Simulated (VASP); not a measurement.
A run of VASP 6.6.1 is set up as follows.

File INCAR:

```
SYSTEM = Ga
ALGO = Normal
EDIFF = 1E-6
ENCUT = 520
GGA = CA
ISIF = 2
ISMEAR = -1
LASPH = .True.
LCHARG = .False.
LREAL = .False.
LWAVE = .False.
NBANDS = 12
NELM = 100
PREC = Accurate
SIGMA = 0.05
```

File KPOINTS:

```
k-points
0
Gamma
  16 16 16
  0 0 0
```

Contents of POSCAR:

```
Ga
1.0
   -1.6321008469      1.6321008469      1.6321008469
    1.6321008469     -1.6321008469      1.6321008469
    1.6321008469      1.6321008469     -1.6321008469
Ga
1
Direct
    0.0000000000      0.0000000000      0.0000000000
```

Potentials or basis: VASP PAW LDA potentials, release 64 (Ga_d).

Command:

```console
$ cat potpaw_LDA.64/Ga_d/POTCAR > POTCAR
$ mpirun -np 1 vasp_std > vasp.out
```

(1) Estimate the pressure.

(2) What does it give for the band gap on the k mesh?

Answers

(1) 0.1 GPa.

(2) zero (an odd number of electrons rules out a gap without spin polarisation).
